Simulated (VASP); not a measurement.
# Na (Im-3m) in VASP: notebook

Na is run at these levels: PBEsol; tasks: single point, relaxation of volume and atoms at fixed shape.

Everything below comes from runs of VASP 6.6.1. Logs are shortened: lines on timing, memory, paths and dates and some standing lists are left out, and cuts for length are marked.

### Step 1. The cell of the first run

Symmetry: Im-3m, No. 229, cubic system. Conventional cell: a = 4.169 Å, b = 4.169 Å, c = 4.169 Å, α = 90.00°, β = 90.00°, γ = 90.00°. Within 4.7 Å of Na (site symmetry m-3m) lie 14 Na at 3.61 to 4.17 Å.

### Step 2. Single point, PBEsol

INCAR reads:

```
ALGO = Normal
EDIFF = 1E-6
ENCUT = 520
GGA = PS
ISIF = 2
ISMEAR = 0
LASPH = True
LCHARG = True
LELF = True
LREAL = False
LVHAR = True
LWAVE = False
NBANDS = 10
NELM = 80
PREC = Accurate
SIGMA = 0.1
```

KPOINTS reads:

```
k-points
0
Gamma
  7 7 7
```

POSCAR reads:

```
Na
1.0
   -2.0842741460      2.0842741460      2.0842741460
    2.0842741460     -2.0842741460      2.0842741460
    2.0842741460      2.0842741460     -2.0842741460
Na
1
Direct
    0.0000000000      0.0000000000      0.0000000000
```

Potentials or basis: VASP PAW PBE potentials, release 64 (Na_pv).

Started as:

```bash
cat potpaw_PBE.64/Na_pv/POTCAR > POTCAR
mpirun -np 1 vasp_std > vasp.out
```

OUTCAR:

```text
EDIFF = 1E-6
   ENCUT = 520
   GGA = PS
   ISIF = 2
   ISMEAR = 0
   LASPH = True
   LREAL = False
   NELM = 80
   PREC = Accurate

 ion  position               nearest neighbor table
   1  0.000  0.000  0.000-

  LATTYP: Found a body centered cubic cell.
 ALAT       =     4.1685482920

  Lattice vectors:

 A1 = (  -2.0842741460,   2.0842741460,   2.0842741460)
 A2 = (   2.0842741460,  -2.0842741460,   2.0842741460)
 A3 = (   2.0842741460,   2.0842741460,  -2.0842741460)

Analysis of symmetry for initial positions (statically):
=====================================================================
 Subroutine PRICEL returns:
 Original cell was already a primitive cell.

 Routine SETGRP: Setting up the symmetry group for a
 body centered cubic supercell.

 Subroutine GETGRP returns: Found 48 space group operations
 (whereof 48 operations were pure point group operations)
 out of a pool of 48 trial point group operations.

The static configuration has the point symmetry O_h .

Analysis of symmetry for dynamics (positions and initial velocities):
=====================================================================
 Subroutine PRICEL returns:
 Original cell was already a primitive cell.

 Routine SETGRP: Setting up the symmetry group for a
 body centered cubic supercell.

 Subroutine GETGRP returns: Found 48 space group operations
 (whereof 48 operations were pure point group operations)
 out of a pool of 48 trial point group operations.

The dynamic configuration has the point symmetry O_h .

 Subroutine INISYM returns: Found 48 space group operations
 (whereof 48 operations are pure point group operations),
 and found     1 'primitive' translations

----------------------------------------------------------------------------------------

                                     Primitive cell

  volume of cell :      36.2180

  direct lattice vectors                    reciprocal lattice vectors
    -2.084274146  2.084274146  2.084274146     0.000000000  0.239891667  0.239891667
     2.084274146 -2.084274146  2.084274146     0.239891667  0.000000000  0.239891667
     2.084274146  2.084274146 -2.084274146     0.239891667  0.239891667  0.000000000

  length of vectors
     3.610068718  3.610068718  3.610068718     0.339258049  0.339258049  0.339258049

[... 74 lines left out ...]
   LREAL  =      F    real-space projection
   EDIFFG = 0.1E-04   stopping-criterion for IOM
   NSW    =      0    number of steps for IOM
   IBRION =     -1    ionic relax: 0-MD 1-quasi-New 2-CG
   NFREE  =      0    steps in history (QN), initial steepest desc. (CG)
   ISIF   =      2    stress and relaxation
   ISYM   =      2    0-nonsym 1-usesym 2-fastsym
   POTIM  = 0.5000    time-step for ionic-motion
   TEBEG  =    0.0;   TEEND  =   0.0 temperature during run
   PSTRESS=    0.0 pullay stress
   NELECT =       7.0000    total number of electrons
   NUPDOWN=      -1.0000    fix difference up-down
   EMIN   =  10.00;   EMAX   =-10.00  energy-range for DOS
   EFERMI =   0.00;   METHOD = LEGACY
   ISMEAR =     0;   SIGMA  =   0.10  broadening in eV -4-tet -1-fermi 0-gaus
   EFERMI_NEDOS =   21; number of points for ismear=-14 and -15
   IALGO  =     38    algorithm
   IMIX   =      4    mixing-type and parameters
     AMIX     =   0.40;   BMIX     =  1.00
     AMIX_MAG =   1.60;   BMIX_MAG =  1.00
  volume/ion in A,a.u.               =      36.22       244.41
  Fermi-wavevector in a.u.,A,eV,Ry     =   0.946526  1.788675 12.189623  0.895912
  Thomas-Fermi vector in A             =   2.074532
   LORBIT       =      0    0 simple, 1 ext, 2 COOP (PROOUT), +10 PAW based schemes
   GGA     = PS    functional components
   LHFCALC =     F    Hartree Fock is set to
   AEXX    =    0.0000 exact exchange contribution
   IVDW    =     0    specifies the selected vdW correction
   LEPSILON=     F    determine dielectric tensor
   LRPA    =     F    only Hartree local field effects (RPA)
 non-spin polarized calculation
 Gauss-broadening in eV      SIGMA  =   0.10
  energy-cutoff  :      520.00
  volume of cell :       36.22
 maximum number of plane-waves:       989
   NGX = 13   NGY = 13   NGZ = 13

 number of electron       6.9999994 magnetization

 Free energy of the ion-electron system (eV)
  ---------------------------------------------------
  ext. energy  EPLUGINS =         0.00000000
  ---------------------------------------------------
  free energy    TOTEN  =        -1.40217866 eV

  energy without entropy =       -1.39867243  energy(sigma->0) =       -1.40042555

 E-fermi :   0.3051     XC(G=0):  -6.5629

 val. band max:        0.2339336173   @ k =  -0.2857   0.4286   0.1429
 cond. band min:       0.5712112130   @ k =  -0.4286   0.4286   0.1429
 fundamental gap:      0.3372775957
 Fermi energy:         0.3050701693

 k-point     1 :       0.0000    0.0000    0.0000
  band No.  band energies     occupation
      1     -24.3947      2.00000
      2     -24.3947      2.00000
      3     -24.3947      2.00000
      4      -2.9550      2.00000
      5      12.2561      0.00000
      6      12.2562      0.00000
      7      12.2562      0.00000
      8      13.2749      0.00000
      9      13.2749      0.00000
     10      13.8269      0.00000
[... 235 lines left out ...]
 k-point    20 :      -0.4286    0.4286    0.4286
  band No.  band energies     occupation
      1     -24.4228      2.00000
      2     -24.4216      2.00000
      3     -24.4216      2.00000
      4       3.2088      0.00000
      5       5.1010      0.00000
      6       5.4921      0.00000
      7       5.4921      0.00000
      8       6.6749      0.00000
      9       9.1778      0.00000
     10      18.4725      0.00000

------------------------ aborting loop because EDIFF is reached ----------------------------------------

  FORCE on cell =-STRESS in cart. coord.  units (eV):
  Direction    XX          YY          ZZ          XY          YZ          ZX
  --------------------------------------------------------------------------------------
  -------------------------------------------------------------------------------------
  Total       -0.0021284     -0.0021284     -0.0021284      0.0000000     -0.0000000      0.0000000
  in kB       -0.0941525     -0.0941525     -0.0941525      0.0000000     -0.0000000      0.0000000
  external PRESSURE =      -0.0941525 kB  Pullay stress =       0.0000000 kB

 VOLUME and BASIS-vectors are now :
 -----------------------------------------------------------------------------
  energy-cutoff  :      520.00
  volume of cell :       36.22
      direct lattice vectors                 reciprocal lattice vectors
    -2.084274146  2.084274146  2.084274146     0.000000000  0.239891667  0.239891667
     2.084274146 -2.084274146  2.084274146     0.239891667  0.000000000  0.239891667
     2.084274146  2.084274146 -2.084274146     0.239891667  0.239891667  0.000000000

 POSITION                                       TOTAL-FORCE (eV/Angst)
 -----------------------------------------------------------------------------------
      0.00000      0.00000      0.00000         0.000000      0.000000      0.000000
 -----------------------------------------------------------------------------------
    total drift:                               -0.000000     -0.000000     -0.000000

  FREE ENERGIE OF THE ION-ELECTRON SYSTEM (eV)
  ---------------------------------------------------
  free  energy   TOTEN  =        -1.4021786617 eV

  energy  without entropy=       -1.3986724311  energy(sigma->0) =       -1.40042555
```

stdout:

```text
POSCAR found type information on POSCAR Na
 POSCAR found :  1 types and       1 ions
 scaLAPACK will be used
 -----------------------------------------------------------------------------
|                                                                             |
|                                                                             |
|     You enforced a specific xc type in the INCAR file but a different       |
|     I HOPE YOU KNOW WHAT YOU ARE DOING!                                     |
|                                                                             |
 -----------------------------------------------------------------------------

 LDA part: xc-table for (Slater+PW92), standard interpolation
 POSCAR, INCAR and KPOINTS ok, starting setup
 FFT: planning ... GRIDC
 FFT: planning ... GRID_SOFT
 FFT: planning ... GRID
 WAVECAR not read
 entering main loop
```

Wall time 2.8 s (1 thread of Intel Xeon 6975P-C (Granite Rapids), shared host); peak memory 0.14 GiB.

What came out:

| Item | Value |
| --- | --- |
| Free energy | -1.4022 eV |
| Pressure | 0.0 GPa |

Levels at points of the mesh, in eV from the Fermi level:
| k point | band 1 | band 2 | band 3 | band 4 | band 5 | band 6 | band 7 | band 8 |
| --- | --- | --- | --- | --- | --- | --- | --- | --- |
| (0.00, 0.00, 0.00) | -24.70 | -24.70 | -24.70 | -3.26 | 11.95 | 11.95 | 11.95 | 12.97 |

Caveat: the PAW data sets were made with another functional, which shifts forces and pressure a little.

### Step 3. Relaxation of volume and atoms at fixed shape, PBEsol

This run uses another cell than the first one, of 39.26 Å³/atom, 1.084 times its volume.

INCAR reads:

```
ALGO = Normal
EDIFF = 1E-6
EDIFFG = -0.03
ENCUT = 600
GGA = PS
IBRION = 2
ISIF = 8
ISMEAR = 0
LASPH = T
LCHARG = F
LREAL = F
LWAVE = F
NELM = 60
NSW = 80
PREC = Accurate
SIGMA = 0.1
```

KPOINTS is that of step 2.

POSCAR reads:

```
Na
1.0
   -2.1410000000      2.1410000000      2.1410000000
    2.1410000000     -2.1410000000      2.1410000000
    2.1410000000      2.1410000000     -2.1410000000
Na
1
Direct
    0.0000000000      0.0000000000      0.0000000000
```

Potentials or basis: VASP PAW PBE potentials, release 64 (Na_pv).

Started as:

```bash
cat potpaw_PBE.64/Na_pv/POTCAR > POTCAR
mpirun -np 1 vasp_std > vasp.out
```

OUTCAR:

```text
EDIFF = 1E-6
   EDIFFG = -0.03
   ENCUT = 600
   GGA = PS
   IBRION = 2
   ISIF = 8
   ISMEAR = 0
   LASPH = T
   LREAL = F
   NELM = 60
   NSW = 80
   PREC = Accurate

 ion  position               nearest neighbor table
   1  0.000  0.000  0.000-

  LATTYP: Found a body centered cubic cell.
 ALAT       =     4.2820000000

  Lattice vectors:

 A1 = (  -2.1410000000,   2.1410000000,   2.1410000000)
 A2 = (   2.1410000000,  -2.1410000000,   2.1410000000)
 A3 = (   2.1410000000,   2.1410000000,  -2.1410000000)

Analysis of symmetry for initial positions (statically):
=====================================================================
 Subroutine PRICEL returns:
 Original cell was already a primitive cell.

 Routine SETGRP: Setting up the symmetry group for a
 body centered cubic supercell.

 Subroutine GETGRP returns: Found 48 space group operations
 (whereof 48 operations were pure point group operations)
 out of a pool of 48 trial point group operations.

The static configuration has the point symmetry O_h .

Analysis of symmetry for dynamics (positions and initial velocities):
=====================================================================
 Subroutine PRICEL returns:
 Original cell was already a primitive cell.

 Routine SETGRP: Setting up the symmetry group for a
 body centered cubic supercell.

 Subroutine GETGRP returns: Found 48 space group operations
 (whereof 48 operations were pure point group operations)
 out of a pool of 48 trial point group operations.

The dynamic configuration has the point symmetry O_h .

 Subroutine INISYM returns: Found 48 space group operations
 (whereof 48 operations are pure point group operations),
 and found     1 'primitive' translations

[... 91 lines left out ...]
   IBRION =      2    ionic relax: 0-MD 1-quasi-New 2-CG
   NFREE  =      1    steps in history (QN), initial steepest desc. (CG)
   ISIF   =      8    stress and relaxation
   ISYM   =      2    0-nonsym 1-usesym 2-fastsym
   POTIM  = 0.5000    time-step for ionic-motion
   TEBEG  =    0.0;   TEEND  =   0.0 temperature during run
   PSTRESS=    0.0 pullay stress
   NELECT =       7.0000    total number of electrons
   NUPDOWN=      -1.0000    fix difference up-down
   EMIN   =  10.00;   EMAX   =-10.00  energy-range for DOS
   EFERMI =   0.00;   METHOD = LEGACY
   ISMEAR =     0;   SIGMA  =   0.10  broadening in eV -4-tet -1-fermi 0-gaus
   EFERMI_NEDOS =   21; number of points for ismear=-14 and -15
   IALGO  =     38    algorithm
   IMIX   =      4    mixing-type and parameters
     AMIX     =   0.40;   BMIX     =  1.00
     AMIX_MAG =   1.60;   BMIX_MAG =  1.00
  volume/ion in A,a.u.               =      39.26       264.91
  Fermi-wavevector in a.u.,A,eV,Ry     =   0.921448  1.741284 11.552251  0.849066
  Thomas-Fermi vector in A             =   2.046866
   LORBIT       =      0    0 simple, 1 ext, 2 COOP (PROOUT), +10 PAW based schemes
   GGA     = PS    functional components
   LHFCALC =     F    Hartree Fock is set to
   AEXX    =    0.0000 exact exchange contribution
   IVDW    =     0    specifies the selected vdW correction
   LEPSILON=     F    determine dielectric tensor
   LRPA    =     F    only Hartree local field effects (RPA)
 conjugate gradient relaxation of ions
 non-spin polarized calculation
 Gauss-broadening in eV      SIGMA  =   0.10
  energy-cutoff  :      600.00
  volume of cell :       39.26
 maximum number of plane-waves:      1326
 NGX is ok and might be reduce to    30
   NGX = 15   NGY = 15   NGZ = 15

--------------------------------------- Ionic step        1  -------------------------------------------

 number of electron       7.0000007 magnetization

 Free energy of the ion-electron system (eV)
  ---------------------------------------------------
  ext. energy  EPLUGINS =         0.00000000
  ---------------------------------------------------
  free energy    TOTEN  =        -1.39697549 eV

  energy without entropy =       -1.39346374  energy(sigma->0) =       -1.39521961

------------------------ aborting loop because EDIFF is reached ----------------------------------------

  FORCE on cell =-STRESS in cart. coord.  units (eV):
  Direction    XX          YY          ZZ          XY          YZ          ZX
  --------------------------------------------------------------------------------------
  -------------------------------------------------------------------------------------
  Total       -0.1369546     -0.1369546     -0.1369546      0.0000000     -0.0000000      0.0000000
  in kB       -5.5895553     -5.5895553     -5.5895553      0.0000000     -0.0000000      0.0000000
  external PRESSURE =      -5.5895553 kB  Pullay stress =       0.0000000 kB
[... 57 lines left out ...]
--------------------------------------- Ionic step        3  -------------------------------------------

 number of electron       6.9999991 magnetization

 Free energy of the ion-electron system (eV)
  ---------------------------------------------------
  ext. energy  EPLUGINS =         0.00000000
  ---------------------------------------------------
  free energy    TOTEN  =        -1.40256443 eV

  energy without entropy =       -1.39905819  energy(sigma->0) =       -1.40081131

 E-fermi :   0.3044     XC(G=0):  -6.5623

 val. band max:        0.2332822401   @ k =  -0.2857   0.4286   0.1429
 cond. band min:       0.5705168256   @ k =  -0.4286   0.4286   0.1429
 fundamental gap:      0.3372345855
 Fermi energy:         0.3044194731

 k-point     1 :       0.0000    0.0000    0.0000
  band No.  band energies     occupation
      1     -24.3959      2.00000
      2     -24.3959      2.00000
      3     -24.3959      2.00000
      4      -2.9552      2.00000
      5      12.2543      0.00000
      6      12.2543      0.00000
      7      12.2543      0.00000
[... 216 lines left out ...]
  FREE ENERGIE OF THE ION-ELECTRON SYSTEM (eV)
  ---------------------------------------------------
  free  energy   TOTEN  =        -1.4025644340 eV

  energy  without entropy=       -1.3990581922  energy(sigma->0) =       -1.40081131

 reached required accuracy - stopping structural energy minimisation
```

CONTCAR:

```text
Na
   1.00000000000000
    -2.0844171892714276    2.0844171892714276    2.0844171892714276
     2.0844171892714276   -2.0844171892714276    2.0844171892714276
     2.0844171892714276    2.0844171892714276   -2.0844171892714276
  Na
     1
Direct
     0.0000000000000000    0.0000000000000000    0.0000000000000000

  0.00000000E+00  0.00000000E+00  0.00000000E+00
```

It took 5.6 s on 1 thread of Intel Xeon 6975P-C (Granite Rapids), shared host; peak memory 0.15 GiB.

Results:

* Free energy: -1.4026 eV
* Relaxed volume: 36.23 Å³/atom
* Relaxed cell: a = 3.610 Å, b = 3.610 Å, c = 3.610 Å, α = 109.47°, β = 109.47°, γ = 109.47°
* Space group after relaxing (to 0.05 Å): Im-3m (No. 229)
* Energy gained by relaxing: 5.6 meV/atom
* Ionic steps: 3
* Pressure after relaxing: 0.0 GPa

The path:
```csv
step,energy change (eV),largest force (eV/Å),pressure (GPa),volume (Å³)
1,0.0000,0.0000,-0.56,39.26
2,-0.0024,0.0000,-0.44,38.48
3,-0.0056,0.0000,-0.02,36.23
```

Final structure:
```
Na
1.0
    -2.08442    2.08442    2.08442
     2.08442   -2.08442    2.08442
     2.08442    2.08442   -2.08442
Na
1
Cartesian
  0.0000 0.0000 0.0000
```

Levels at points of the mesh, in eV from the Fermi level:
```csv
k point,band 2,band 3,band 4,band 5,band 6,band 7
"(0.00, 0.00, 0.00)",-24.70,-24.70,-3.26,11.95,11.95,11.95
```

Caveat: the PAW data sets were made with another functional, which shifts forces and pressure a little.
